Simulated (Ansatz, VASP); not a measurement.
# KF: VASP beside Ansatz

INCAR

```
SYSTEM = KF
ALGO = Normal
EDIFF = 1E-6
ENCUT = 520
GGA = PS
ISIF = 2
ISMEAR = 0
LASPH = .TRUE.
LCHARG = .FALSE.
LREAL = .FALSE.
LWAVE = .FALSE.
NBANDS = 15
NELM = 80
PREC = Accurate
SIGMA = 0.05
```

The input KPOINTS:

```
k-points
0
G
  8 8 8
  0 0 0
```

Contents of POSCAR:

```
KF
1.0
    3.3677707910      0.6371458253      0.6371458253
    0.6371458253      3.3677707910      0.6371458253
    0.6371458253      0.6371458253      3.3677707910
K F
1 1
Direct
    0.0000000000      0.0000000000      0.0000000000
    0.5000000000      0.5000000000      0.5000000000
```

Input for Ansatz:

```yaml
crystal:
  lattice:
    - [3.367770791, 0.6371458253, 0.6371458253]
    - [0.6371458253, 3.367770791, 0.6371458253]
    - [0.6371458253, 0.6371458253, 3.367770791]
  atoms:
    - { symbol: K, position: [0.0, 0.0, 0.0] }
    - { symbol: F, position: [0.5, 0.5, 0.5] }
basis:
  ecutwfc: 420
kpoints:
  mp_grid: { grid: [8, 8, 8] }
hamiltonian:
  xc: pbesol
scf:
  occupations: { method: gaussian, width: 0.05 }
output:
  forces: true
  stress: true
  eigenvalues: true
```

Alike in both runs: task single point; functional PBEsol; k mesh 8 × 8 × 8; occupations gaussian, width 0.05 eV; no spin polarisation.

|  | VASP | Ansatz |
| --- | --- | --- |
| version | VASP 6.6.1 | Ansatz 0.2.0 |
| potentials or method | VASP PAW PBE potentials, release 64 (K_sv, F), cutoff 520 eV | scalar-relativistic, plane waves, PAW |
| valence electrons in the cell | 16 | 16 |

Ansatz gave:

* gap on the k mesh at the Fermi level (eV): 6.39
* least direct gap on the mesh (eV): 6.39
* pressure (GPa): 2.4
* traceless stress, the component that is largest in VASP (GPa): 0.83

Problem. Estimate VASP's values.

Solution. gap on the k mesh at the Fermi level (eV): 6.37; least direct gap on the mesh (eV): 6.37; pressure (GPa): 2.5; traceless stress, the component that is largest in VASP (GPa): 0.80.

VASP's potentials were made for PBE, not for PBEsol. With one functional, cell and mesh, what is left measures potentials, basis and numerics.
